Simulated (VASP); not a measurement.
A run of VASP 6.6.1:

INCAR

```
PREC = Accurate ; ENCUT = 520
EDIFF = 1E-6 ; ISMEAR = 0
SIGMA = 0.05 ; LREAL = F
LASPH = T ; NELM = 150
ALGO = Normal ; ISIF = 2
LWAVE = F ; LCHARG = F
ISPIN = 2 ; MAGMOM = 2 2 0 0 0 0
LORBIT = 11 ; NUPDOWN = 4.0
LMAXMIX = 4 ; LDAU = T
LDAUTYPE = 2 ; LDAUL = 2 -1
LDAUU = 2 0 ; LDAUJ = 0 0
LDAUPRINT = 1 ; GGA = PS
NBANDS = 35
```

KPOINTS

```
regular mesh
0
Gamma
  7 7 3
```

Contents of POSCAR:

```
PtS2
1.0
    3.5431995400      0.0000000000      0.0000000000
   -1.7715997700      3.0685008100      0.0000000000
    0.0000000000      0.0000000000     10.0776001800
Pt S
2 4
Direct
    0.0000000000      0.0000000000      0.0000000000
    0.0000000000      0.0000000000      0.5000000000
    0.3333333333      0.6666666667      0.1250000000
    0.6666666667      0.3333333333      0.3750000000
    0.3333333333      0.6666666667      0.6250000000
    0.6666666667      0.3333333333      0.8750000000
```

Potentials or basis: VASP PAW PBE potentials, release 64 (Pt, S).

Command:

```console
$ cat potpaw_PBE.64/Pt/POTCAR potpaw_PBE.64/S/POTCAR > POTCAR
$ mpirun -np 1 vasp_std > vasp.out
```

Hardware: 1 thread of Intel(R) Xeon(R) Platinum 8175M CPU @ 2.50GHz (Skylake/Cascade Lake), with other jobs on the host.

Task: How long does it take, and how much memory?

Result: Wall time 4.3 min on 1 thread of Intel(R) Xeon(R) Platinum 8175M CPU @ 2.50GHz (Skylake/Cascade Lake), on a shared host, peak memory 0.35 GiB. Counts: scf iterations 15, k points 20.
